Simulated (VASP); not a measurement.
Bi:

```
CELL_PARAMETERS angstrom
3.76297 0.00000 0.00000
-1.88148 3.25883 0.00000
0.00000 0.00000 6.10750
ATOMIC_POSITIONS crystal
Bi 0.33333 0.66667 0.25000
Bi 0.66667 0.33333 0.75000
```

This isn't the form of Bi at room conditions, which is rhombohedral.

| Item | Value |
| --- | --- |
| Program | VASP 6.6.1 |
| Task | relaxation of cell and atoms |
| Functional | r2SCAN |
| Potentials or basis | VASP PAW PBE potentials, release 64 (Bi_d) |
| Cutoff | 600 eV |
| k mesh | 6 × 6 × 4 |
| Occupations | gaussian, width 0.1 eV |
| Spin | no spin polarisation |

At the start: pressure -7.1 GPa; volume 37.45 Å³/atom.

Problem. Where does the relaxation end?

Solution. Over 8 steps the energy falls by 178.2 meV/atom and the volume is 30.83 Å³/atom (-17.7 %); space group P6_3/mmc (No. 194, to 0.1 Å) before and after.

The path:
| step | energy change (eV) | largest force (eV/Å) | pressure (GPa) | volume (Å³) |
| --- | --- | --- | --- | --- |
| 1 | 0.0000 | 0.0000 | -7.12 | 74.90 |
| 2 | -0.3110 | 0.0000 | 3.98 | 58.25 |
| 3 | -0.3519 | 0.0000 | 0.11 | 61.79 |
| 4 | -0.3518 | 0.0000 | -0.13 | 62.03 |
| 5 | -0.3555 | 0.0000 | -0.20 | 62.06 |
| 6 | -0.3563 | 0.0000 | -0.22 | 62.07 |
| 7 | -0.3563 | 0.0000 | -0.22 | 62.07 |
| 8 | -0.3564 | 0.0000 | 0.13 | 61.66 |

Final structure:
```
Bi
1.0
     3.48153    0.00000    0.00000
    -1.74077    3.01510    0.00000
     0.00000    0.00000    5.87428
Bi
2
Cartesian
  0.0000 2.0101 1.4686
  1.7408 1.0050 4.4057
```

Caveat: the volume moved by over 15 % at a fixed basis, so the end points are rough; the PAW data sets were made with another functional, which shifts forces and pressure a little.
